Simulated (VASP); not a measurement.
# TiO2 in VASP: a series of runs

Runs on TiO2. Level: r2SCAN. Tasks: single point.

All numbers are computed with VASP 6.6.1; they aren't measurements. Logs are shortened: lines on timing, memory, paths and dates and some standing lists are left out, and cuts for length are marked.

**1. The cell of the first run**

The typed cell holds 6 atoms: a = 3.721 Å, b = 3.721 Å, c = 5.449 Å, α = 109.35°, β = 109.35°, γ = 91.75°.

**2. Single point, r2SCAN (strain -0.0300 x Voigt [1, 0, 0, 0, 0, 0])**

POSCAR

```
TiO2
1.0
    2.5910252390     -2.6712510909     -0.0201684190
    2.5910252390      2.6712510909     -0.0201684190
   -2.5562811318      0.0000000000      4.8120473783
Ti O
2 4
Direct
    0.1249747467      0.8750252533      0.2500000000
    0.8750252533      0.1249747467      0.7500000000
    0.3322819419      0.0822483592      0.6645446501
    0.6677180581      0.9177516408      0.3354553499
    0.9177516408      0.6677180581      0.8354553499
    0.0822483592      0.3322819419      0.1645446501
```

INCAR.step1

```
ALGO     = Normal         # electronic algorithm
EDIFF    = 1E-4           # SCF threshold, eV
ENCUT    = 520            # plane-wave cutoff, eV
GGA      = PE             # functional
ISMEAR   = 0              # smearing method
LASPH    = T              # aspherical terms in the spheres
LCHARG   = F              # write CHGCAR
LREAL    = F              # projectors in reciprocal space
LWAVE    = T              # write WAVECAR
NBANDS   = 33             # bands
NELM     = 60             # most SCF steps
PREC     = Accurate       # precision mode
SIGMA    = 0.05           # smearing width, eV
```

INCAR.step2

```
ALGO     = Normal         # electronic algorithm
EDIFF    = 1E-6           # SCF threshold, eV
ENCUT    = 520            # plane-wave cutoff, eV
ISIF     = 2              # what is computed and relaxed
ISMEAR   = 0              # smearing method
ISTART   = 1            
LASPH    = T              # aspherical terms in the spheres
LCHARG   = F              # write CHGCAR
LMIXTAU  = T            
LREAL    = F              # projectors in reciprocal space
LWAVE    = F              # write WAVECAR
METAGGA  = R2SCAN         # meta-GGA
NBANDS   = 33             # bands
NELM     = 60             # most SCF steps
PREC     = Accurate       # precision mode
SIGMA    = 0.05           # smearing width, eV
```

KPOINTS

```
k-points
0
Gamma
  6 6 6
```

Potentials or basis: VASP PAW PBE potentials, release 64 (Ti_sv, O).

Command:

```bash
$ cat potpaw_PBE.64/Ti_sv/POTCAR potpaw_PBE.64/O/POTCAR > POTCAR
$ cp INCAR.step1 INCAR
$ mpirun -np 1 vasp_std > vasp.out
$ cp INCAR.step2 INCAR
$ mpirun -np 1 vasp_std > vasp.out
```

OUTCAR:

```text
EDIFF = 1E-6
   ENCUT = 520
   ISIF = 2
   ISMEAR = 0
   ISTART = 1
   LASPH = T
   LREAL = F
   METAGGA = R2SCAN
   NELM = 60
   PREC = Accurate

 ion  position               nearest neighbor table
   1  0.125  0.875  0.250-   4 1.91   6 1.91   6 1.91   4 1.91   3 1.99   5 1.99
   2  0.875  0.125  0.750-   5 1.91   3 1.91   5 1.91   3 1.91   6 1.99   4 1.99
   3  0.332  0.082  0.665-   2 1.91   2 1.91   1 1.99
   4  0.668  0.918  0.335-   1 1.91   1 1.91   2 1.99
   5  0.918  0.668  0.835-   2 1.91   2 1.91   1 1.99
   6  0.082  0.332  0.165-   1 1.91   1 1.91   2 1.99

  Warning from LATTYP: Got some problem with cell dimensions!
  Tried to take original basis but could not verify dimensions!
  LATTYP: Found a base centered monoclinic cell.
 ALAT       =     5.1822074657
 B/A-ratio  =     1.0309317443
 C/A-ratio  =     1.0509915568
 COS(beta)  =    -0.4752719966

  Lattice vectors:

 A1 = (  -2.5910252390,   2.6712510909,   0.0201684190)
 A2 = (  -2.5910252390,  -2.6712510909,   0.0201684190)
 A3 = (   2.6257693462,   0.0000000000,   4.7717105403)

Analysis of symmetry for initial positions (statically):
=====================================================================
 Subroutine PRICEL returns:
 Original cell was already a primitive cell.

 Routine SETGRP: Setting up the symmetry group for a
 base centered monoclinic supercell.

 Subroutine GETGRP returns: Found  4 space group operations
 (whereof  2 operations were pure point group operations)
 out of a pool of  4 trial point group operations.

The static configuration has the point symmetry S_2 .
 The point group associated with its full space group is C_2h.

Analysis of symmetry for dynamics (positions and initial velocities):
=====================================================================
 Subroutine PRICEL returns:
 Original cell was already a primitive cell.

 Routine SETGRP: Setting up the symmetry group for a
 base centered monoclinic supercell.

 Subroutine GETGRP returns: Found  4 space group operations
 (whereof  2 operations were pure point group operations)
 out of a pool of  4 trial point group operations.

The dynamic configuration has the point symmetry S_2 .
 The point group associated with its full space group is C_2h.

 Subroutine INISYM returns: Found  4 space group operations
 (whereof  2 operations are pure point group operations),
 and found     1 'primitive' translations

----------------------------------------------------------------------------------------

                                     Primitive cell

  volume of cell :      66.3356

  direct lattice vectors                    reciprocal lattice vectors
     2.591025239 -2.671251091 -0.020168419     0.193775072 -0.187178211  0.102938213
     2.591025239  2.671251091 -0.020168419     0.193775072  0.187178211  0.102938213
    -2.556281132  0.000000000  4.812047378     0.001624314  0.000000000  0.208674629

  length of vectors
     3.721478328  3.721478328  5.448887336     0.288410708  0.288410708  0.208680951

  position of ions in fractional coordinates (direct lattice)
     0.124974747  0.875025253  0.250000000
     0.875025253  0.124974747  0.750000000
     0.332281942  0.082248359  0.664544650
     0.667718058  0.917751641  0.335455350
     0.917751641  0.667718058  0.835455350
     0.082248359  0.332281942  0.164544650

  ion indices of the primitive-cell ions
   primitive index   ion index
                 1           1
                 2           2
                 3           3
                 4           4
                 5           5
                 6           6

----------------------------------------------------------------------------------------

 KPOINTS: k-points

Automatic generation of k-mesh.
 Grid dimensions read from file:
 generate k-points for:    6    6    6

 Generating k-lattice:

  Cartesian coordinates                     Fractional coordinates (reciprocal lattice)
     0.032295845 -0.031196368  0.017156369     0.166666667 -0.000000000  0.000000000
     0.032295845  0.031196368  0.017156369    -0.000000000  0.166666667  0.000000000
     0.000270719  0.000000000  0.034779105     0.000000000  0.000000000  0.166666667

  Length of vectors
     0.048068451  0.048068451  0.034780158

  Shift w.r.t. Gamma in fractional coordinates (k-lattice)
     0.000000000  0.000000000  0.000000000

 Subroutine IBZKPT returns following result:
 ===========================================

 Found     68 irreducible k-points:

 Following reciprocal coordinates:
            Coordinates               Weight
  0.000000  0.000000  0.000000      1.000000
  0.166667 -0.000000  0.000000      4.000000
  0.333333 -0.000000  0.000000      4.000000
  0.500000 -0.000000  0.000000      2.000000
  0.166667  0.166667  0.000000      2.000000
  0.333333  0.166667  0.000000      4.000000
[... 16 lines left out ...]
 -0.333333  0.166667  0.166667      4.000000
 -0.166667  0.166667  0.166667      4.000000
 [... further k-points ...]
   k-points           NKPTS =     68   k-points in BZ     NKDIM =     68   number of bands    NBANDS=     33
   number of dos      NEDOS =    301   number of ions     NIONS =      6
   total plane-waves  NPLWV =  32928
   dimension x,y,z NGX =    28 NGY =   28 NGZ =   42
   dimension x,y,z NGXF=    56 NGYF=   56 NGZF=   84
   ions per type =               2   4
   NGX,Y,Z   is equivalent  to a cutoff of  12.51, 12.51, 12.81 a.u.
   NGXF,Y,Z  is equivalent  to a cutoff of  25.02, 25.02, 25.63 a.u.
 SYSTEM =  unknown system
   PREC   = accura    normal or accurate (medium, high low for compatibility)
   ISTART =      1    job   : 0-new  1-cont  2-samecut
   ICHARG =      0    charge: 1-file 2-atom 10-const
   ISPIN  =      1    spin polarized calculation?
   LNONCOLLINEAR =      F non collinear calculations
   LSORBIT =      F    spin-orbit coupling
   LASPH  =      T    aspherical Exc in radial PAW
   ENCUT  =  520.0 eV  38.22 Ry    6.18 a.u.   6.92  6.92 10.13*2*pi/ulx,y,z
   NELM   =     60;   NELMIN=  2; NELMDL=  0     # of ELM steps
   EDIFF  = 0.1E-05   stopping-criterion for ELM
   LREAL  =      F    real-space projection
   EDIFFG = 0.1E-04   stopping-criterion for IOM
   NSW    =      0    number of steps for IOM
   IBRION =     -1    ionic relax: 0-MD 1-quasi-New 2-CG
   NFREE  =      0    steps in history (QN), initial steepest desc. (CG)
   ISIF   =      2    stress and relaxation
   ISYM   =      2    0-nonsym 1-usesym 2-fastsym
   POTIM  = 0.5000    time-step for ionic-motion
   TEBEG  =    0.0;   TEEND  =   0.0 temperature during run
   PSTRESS=    0.0 pullay stress
   NELECT =      48.0000    total number of electrons
   NUPDOWN=      -1.0000    fix difference up-down
   EMIN   =  10.00;   EMAX   =-10.00  energy-range for DOS
   EFERMI =   0.00;   METHOD = LEGACY
   ISMEAR =     0;   SIGMA  =   0.05  broadening in eV -4-tet -1-fermi 0-gaus
   EFERMI_NEDOS =   21; number of points for ismear=-14 and -15
   IALGO  =     38    algorithm
   IMIX   =      4    mixing-type and parameters
     AMIX     =   0.40;   BMIX     =  1.00
     AMIX_MAG =   1.60;   BMIX_MAG =  1.00
  volume/ion in A,a.u.               =      11.06        74.61
  Fermi-wavevector in a.u.,A,eV,Ry     =   1.469737  2.777401 29.390317  2.160127
  Thomas-Fermi vector in A             =   2.585078
   LORBIT       =      0    0 simple, 1 ext, 2 COOP (PROOUT), +10 PAW based schemes
   METAGGA = R2SCAN    functional components
   LHFCALC =     F    Hartree Fock is set to
   AEXX    =    0.0000 exact exchange contribution
   IVDW    =     0    specifies the selected vdW correction
   LEPSILON=     F    determine dielectric tensor
   LRPA    =     F    only Hartree local field effects (RPA)
 non-spin polarized calculation
 Gauss-broadening in eV      SIGMA  =   0.05
  energy-cutoff  :      520.00
  volume of cell :       66.34
 maximum number of plane-waves:      1806
   NGX = 13   NGY = 13   NGZ = 21

 number of electron      47.9999997 magnetization

 Free energy of the ion-electron system (eV)
  ---------------------------------------------------
  ext. energy  EPLUGINS =         0.00000000
  ---------------------------------------------------
  free energy    TOTEN  =       -69.77132696 eV

  energy without entropy =      -69.77132696  energy(sigma->0) =      -69.77132696

 E-fermi :   3.6732     XC(G=0): -11.6159

 val. band max:        3.2793342171   @ k =   0.5000   0.5000   0.5000
 cond. band min:       5.9661087857   @ k =   0.0000   0.0000   0.0000
 fundamental gap:      2.6867745686
 Fermi energy:         3.6732281493

 k-point     1 :       0.0000    0.0000    0.0000
  band No.  band energies     occupation
      1     -55.1385      2.00000
      2     -55.0739      2.00000
      3     -30.5914      2.00000
      4     -30.3299      2.00000
      5     -30.3297      2.00000
      6     -30.2606      2.00000
[... 25 lines left out ...]
     32       9.0824      0.00000
     33       9.3295      0.00000

 k-point     2 :       0.1667   -0.0000    0.0000
  band No.  band energies     occupation
      1     -55.1345      2.00000
      2     -55.0763      2.00000
      3     -30.5846      2.00000
      4     -30.3713      2.00000
      5     -30.3321      2.00000
      6     -30.2759      2.00000
[... 25 lines left out ...]
     32       9.6380      0.00000
     33       9.9449      0.00000
[... 754 lines left out ...]
     32      10.5739      0.00000
     33      10.7892      0.00000

 k-point    24 :      -0.1667    0.1667    0.1667
  band No.  band energies     occupation
      1     -55.1289      2.00000
      2     -55.0804      2.00000
      3     -30.5671      2.00000
      4     -30.3928      2.00000
      5     -30.3603      2.00000
      6     -30.2855      2.00000
[... 25 lines left out ...]
     32      10.2151      0.00000
     33      10.3766      0.00000

 [... further k-points ...]

------------------------ aborting loop because EDIFF is reached ----------------------------------------

  FORCE on cell =-STRESS in cart. coord.  units (eV):
  Direction    XX          YY          ZZ          XY          YZ          ZX
  --------------------------------------------------------------------------------------
  -------------------------------------------------------------------------------------
  Total        4.9629440      3.3964090      2.3864903      0.0000000      0.0000000      0.0025710
  in kB      119.8679990     82.0321072     57.6399453      0.0000000      0.0000000      0.0620971
  external PRESSURE =      86.5133505 kB  Pullay stress =       0.0000000 kB

 VOLUME and BASIS-vectors are now :
 -----------------------------------------------------------------------------
  energy-cutoff  :      520.00
  volume of cell :       66.34
      direct lattice vectors                 reciprocal lattice vectors
     2.591025239 -2.671251091 -0.020168419     0.193775072 -0.187178211  0.102938213
     2.591025239  2.671251091 -0.020168419     0.193775072  0.187178211  0.102938213
    -2.556281132  0.000000000  4.812047378     0.001624314  0.000000000  0.208674629

 POSITION                                       TOTAL-FORCE (eV/Angst)
 -----------------------------------------------------------------------------------
      1.95195      2.00357      1.18284         0.000000      0.000400      0.000000
      0.67381     -2.00357      3.58887        -0.000000     -0.000400      0.000000
     -0.62470     -0.66790      3.18946        -0.000139     -0.001590     -0.017586
      3.25047      0.66790      1.58225         0.000139      0.001590      0.017586
      1.97233     -0.66790      3.98827         0.000139     -0.001590      0.017586
      0.65344      0.66790      0.78344        -0.000139      0.001590     -0.017586
 -----------------------------------------------------------------------------------
    total drift:                                0.000000      0.000000      0.000000

  FREE ENERGIE OF THE ION-ELECTRON SYSTEM (eV)
  ---------------------------------------------------
  free  energy   TOTEN  =       -69.7713269648 eV

  energy  without entropy=      -69.7713269648  energy(sigma->0) =      -69.77132696
```

It took 4.3 min on 1 thread of Intel Xeon 6975P-C (Granite Rapids), shared host; peak memory 0.26 GiB.

What came out:

* Free energy: -69.7713 eV
* Pressure: 8.7 GPa
* Largest force: 0.018 eV/Å
* Band gap on the k mesh: 2.69 eV (least direct gap 2.97 eV)

Forces in eV/Å, atoms in the order of the input:
```
Ti   0.000  0.000  0.000
Ti   0.000  0.000  0.000
O    0.000 -0.002 -0.018
O    0.000  0.002  0.018
O    0.000 -0.002  0.018
O    0.000  0.002 -0.018
```

Stress tensor (GPa, compression positive):
```
11.99  0.00  0.01
 0.00  8.20  0.00
 0.01  0.00  5.76
```

Levels at points of the mesh, in eV from the valence-band top:
```csv
k point,band 20,band 21,band 22,band 23,band 24,band 25,band 26,band 27,band 28,band 29
"(0.00, 0.00, 0.00)",-0.85,-0.82,-0.77,-0.60,-0.34,2.69,3.41,4.65,4.66,4.74
"(0.50, 0.00, 0.00)",-2.01,-1.99,-0.99,-0.85,-0.68,3.88,4.14,4.20,4.25,4.95
"(0.50, 0.50, 0.00)",-2.78,-2.14,-2.14,-0.01,-0.01,3.86,3.86,4.41,4.41,5.63
"(0.00, 0.00, 0.50)",-1.41,-1.29,-1.29,-0.09,-0.09,3.03,3.03,4.44,4.44,4.96
"(0.50, 0.00, 0.50)",-2.01,-1.99,-0.99,-0.85,-0.68,3.88,4.14,4.20,4.25,4.95
"(0.50, 0.50, 0.50)",-2.75,-2.14,-2.14,0.00,0.00,3.93,3.93,4.38,4.38,5.61
```

Caveat: the cell differs from its parent crystal (strain -0.0300 x Voigt [1, 0, 0, 0, 0, 0]); the stress differs along the axes, from 6 to 12 GPa; the PAW data sets were made with another functional, which shifts forces and pressure a little. A k mesh can miss the band edges.

(Continued in part 2 of 2.)
